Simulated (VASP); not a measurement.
Wanted: the native input for a VASP 6.6.1 run.

* Task: single point
* Functional: PBEsol
* Potentials or basis: VASP PAW PBE potentials, release 64 (Li_sv, S)
* Cutoff: 750 eV
* k mesh: 9 × 9 × 9
* Occupations: fermi-dirac, width 0.03 eV
* Spin: no spin polarisation
* Dipole correction: no
* Further INCAR settings: ALGO = Normal; EDIFF = 1e-06; NBANDS = 13

The structure of Li2S lies in POSCAR:

```
Li2S
1.0
    0.0000000000      2.5843997632      2.5843997632
    2.5843997632      0.0000000000      2.5843997632
    2.5843997632      2.5843997632      0.0000000000
Li S
2 1
Direct
    0.2500000000      0.2500000000      0.2500000000
    0.7500000000      0.7500000000      0.7500000000
    0.0000000000      0.0000000000      0.0000000000
```

These files were run (other wordings do the same):

INCAR

```
SYSTEM = Li2S
PREC = Accurate
ENCUT = 750
EDIFF = 1E-6
ISMEAR = -1
SIGMA = 0.03
LREAL = .False.
LASPH = .True.
NELM = 120
ALGO = Normal
ISIF = 2
LWAVE = .False.
LCHARG = .True.
GGA = PS
LELF = .True.
LVHAR = .True.
NBANDS = 13
GGA_COMPAT = .False.
```

KPOINTS

```
Automatic mesh
0
Gamma
  9 9 9
  0 0 0
```

Potentials or basis: VASP PAW PBE potentials, release 64 (Li_sv, S).

Command:

```console
$ cat potpaw_PBE.64/Li_sv/POTCAR potpaw_PBE.64/S/POTCAR > POTCAR
$ mpirun -np 1 vasp_std > vasp.out
```

It gave:

```
Pressure               : 19.3 GPa
Band gap on the k mesh : 2.98 eV, indirect (least direct gap 5.10 eV)
```

Caveat: the PAW data sets were made with another functional, which shifts forces and pressure a little.

Run time: 11 s on 1 thread of Intel(R) Xeon(R) 6975P-C (Granite Rapids) (shared host), peak memory 0.19 GiB.
